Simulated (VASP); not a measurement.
# CuO (C2/c) in VASP: a series of runs, part 2 of 2

VASP 6.6.1.

**4. Single point, PBE, collinear spin**

INCAR reads:

```
PREC = Accurate
ENCUT = 520
EDIFF = 1E-6
ISMEAR = -1
SIGMA = 0.05
LREAL = F
LASPH = T
NELM = 150
ALGO = Normal
ISIF = 2
LWAVE = F
LCHARG = F
ISPIN = 2
MAGMOM = 1 1 -1 -1 0 0 0 0
LORBIT = 11
LMAXMIX = 4
GGA = PE
NBANDS = 48
```

KPOINTS reads:

```
regular mesh
0
Gamma
  4 7 4
```

POSCAR reads:

```
CuO
1.0
    4.6791000000     -3.4805000000      0.0000000000
    2.3395500000      1.7402500000      0.0000000000
   -0.7652000000      0.0000000000      5.0607800000
Cu O
4 4
Direct
    0.0000000000      0.5000000000      0.0000000000
    0.5000000000      0.5000000000      0.0000000000
    0.2500000000      0.0000000000      0.5000000000
    0.7500000000      0.0000000000      0.5000000000
    0.2738500000      0.4523000000      0.2500000000
    0.7738500000      0.4523000000      0.2500000000
    0.2261500000      0.5477000000      0.7500000000
    0.7261500000      0.5477000000      0.7500000000
```

Potentials or basis: VASP PAW PBE potentials, release 64 (Cu, O).

Started as:

```
> cat potpaw_PBE.64/Cu/POTCAR potpaw_PBE.64/O/POTCAR > POTCAR
> mpirun -np 1 vasp_std > vasp.out
```

OUTCAR:

```text
PREC = Accurate
   ENCUT = 520
   EDIFF = 1E-6
   ISMEAR = -1
   LREAL = F
   LASPH = T
   NELM = 150
   ISIF = 2
   ISPIN = 2
   LORBIT = 11
   GGA = PE

 ion  position               nearest neighbor table
   1  0.000  0.500  0.000-   5 1.91   8 1.91   7 1.99   6 1.99
   2  0.500  0.500  0.000-   6 1.91   7 1.91   5 1.99   8 1.99
   3  0.250  0.000  0.500-   7 1.91   5 1.91   7 1.99   5 1.99
   4  0.750  0.000  0.500-   8 1.91   6 1.91   8 1.99   6 1.99
   5  0.274  0.452  0.250-   3 1.91   1 1.91   2 1.99   3 1.99
   6  0.774  0.452  0.250-   4 1.91   2 1.91   1 1.99   4 1.99
   7  0.226  0.548  0.750-   3 1.91   2 1.91   1 1.99   3 1.99
   8  0.726  0.548  0.750-   4 1.91   1 1.91   2 1.99   4 1.99

  LATTYP: Found a triclinic cell.
 ALAT       =     5.5783996086
 B/A-ratio  =     2.1562182015
 C/A-ratio  =     0.5226970101
 COS(alpha) =     0.0008972560
 COS(beta)  =     0.4126348497
 COS(gamma) =     0.8080039080

  Lattice vectors:

 A1 = (  -1.5743500000,  -1.7402500000,  -5.0607800000)
 A2 = (   3.8699500000,  -5.2207500000, -10.1215600000)
 A3 = (  -2.3395500000,  -1.7402500000,   0.0000000000)

Analysis of symmetry for initial positions (statically):
=====================================================================
 Subroutine PRICEL returns following result:

  LATTYP: Found a base centered monoclinic cell.
 ALAT       =     4.6791000000
 B/A-ratio  =     0.7438396273
 C/A-ratio  =     1.0938648385
 COS(beta)  =    -0.1495026780
[... 12 lines left out ...]
 Subroutine GETGRP returns: Found  2 space group operations
 (whereof  2 operations were pure point group operations)
 out of a pool of  2 trial point group operations.

The static configuration has the point symmetry S_2 .

Analysis of symmetry for dynamics (positions and initial velocities):
[... 220 lines left out ...]
      5      -2.6626      1.00000
      6      -1.7116      1.00000
[... 1165 lines left out ...]
     45      17.6228      0.00000
     46      18.6459      0.00000

 [... further k-points ...]

 spin component 2

 k-point     1 :       0.0000    0.0000    0.0000
  band No.  band energies     occupation
      1     -14.4070      1.00000
      2     -13.6772      1.00000
      3     -13.0296      1.00000
      4     -12.8155      1.00000
      5      -2.6626      1.00000
      6      -1.7116      1.00000
[... 1165 lines left out ...]
     45      17.6228      0.00000
     46      18.6459      0.00000

 [... further k-points ...]

 [bands above 46 left out]

------------------------ aborting loop because EDIFF is reached ----------------------------------------

  FORCE on cell =-STRESS in cart. coord.  units (eV):
  Direction    XX          YY          ZZ          XY          YZ          ZX
  --------------------------------------------------------------------------------------
  -------------------------------------------------------------------------------------
  Total        2.6945409      4.4219386      4.5701653      0.0086887      0.0027253      1.3125925
  in kB       52.3810184     85.9610799     88.8425607      0.1689053      0.0529791     25.5163802
  external PRESSURE =      75.7282196 kB  Pullay stress =       0.0000000 kB

 VOLUME and BASIS-vectors are now :
 -----------------------------------------------------------------------------
  energy-cutoff  :      520.00
  volume of cell :       82.42
      direct lattice vectors                 reciprocal lattice vectors
     4.679100000 -3.480500000  0.000000000     0.106858156 -0.143657520  0.016157166
     2.339550000  1.740250000  0.000000000     0.213716313  0.287315041  0.032314332
    -0.765200000  0.000000000  5.060780000     0.000000000  0.000000000  0.197597999

 POSITION                                       TOTAL-FORCE (eV/Angst)
 -----------------------------------------------------------------------------------
      1.16978      0.87013      0.00000        -0.000000     -0.000000      0.000000
      3.50933     -0.87013      0.00000        -0.000000      0.000000     -0.000000
      0.78717     -0.87013      2.53039        -0.000000     -0.000000      0.000000
      3.12672     -2.61038      2.53039        -0.000000      0.000000      0.000000
      2.14825     -0.16602      1.26520         0.001777     -0.222279     -0.003009
      4.48780     -1.90627      1.26520         0.001777     -0.222279     -0.003009
      1.76565      0.16602      3.79558        -0.001777      0.222279      0.003009
      4.10520     -1.57423      3.79558        -0.001777      0.222279      0.003009
 -----------------------------------------------------------------------------------
    total drift:                               -0.000000     -0.000000      0.000000

  FREE ENERGIE OF THE ION-ELECTRON SYSTEM (eV)
  ---------------------------------------------------
  free  energy   TOTEN  =       -39.1466208654 eV

  energy  without entropy=      -39.1150802699  energy(sigma->0) =      -39.13085057

 total charge

# of ion       s       p       d       tot
------------------------------------------
    1        0.392   0.399   9.139   9.930
    2        0.392   0.399   9.139   9.930
    3        0.391   0.399   9.139   9.930
    4        0.391   0.399   9.139   9.930
    5        1.578   3.390   0.000   4.967
    6        1.578   3.390   0.000   4.967
    7        1.578   3.390   0.000   4.967
    8        1.578   3.390   0.000   4.967
--------------------------------------------------
tot          7.877  15.154  36.556  59.587

 magnetization (x)

# of ion       s       p       d       tot
------------------------------------------
    1        0.000  -0.000  -0.000  -0.000
    2        0.000  -0.000  -0.000  -0.000
    3       -0.000  -0.000   0.000   0.000
    4       -0.000  -0.000   0.000   0.000
    5       -0.000  -0.000   0.000  -0.000
    6       -0.000  -0.000   0.000  -0.000
    7       -0.000  -0.000   0.000  -0.000
    8       -0.000  -0.000   0.000  -0.000
--------------------------------------------------
tot         -0.000  -0.000  -0.000  -0.000
```

Run time: 14 min. Hardware: 1 thread of Oxide Virtual Turin-like, shared host; peak memory 0.42 GiB.

Results:

* Free energy: -39.1466 eV
* Pressure: 7.6 GPa
* Largest force: 0.222 eV/Å
* Band gap on the k mesh: zero (filled and empty bands overlap)
* Net moment: 0.00 μB per cell
* Valence electrons inside the program's atomic spheres: Cu 9.93; O 4.97

Forces on the atoms (eV/Å):
```
Cu   0.000  0.000  0.000
Cu   0.000  0.000  0.000
Cu   0.000  0.000  0.000
Cu   0.000  0.000  0.000
O    0.002 -0.222 -0.003
O    0.002 -0.222 -0.003
O   -0.002  0.222  0.003
O   -0.002  0.222  0.003
```

Stress tensor (GPa, compression positive):
```
5.24 0.02 2.55
0.02 8.60 0.01
2.55 0.01 8.88
```

Caveat: the cell stands under pressure; semilocal functionals often make such compounds metallic where correlation or magnetic order opens a gap, which also shifts bond lengths.
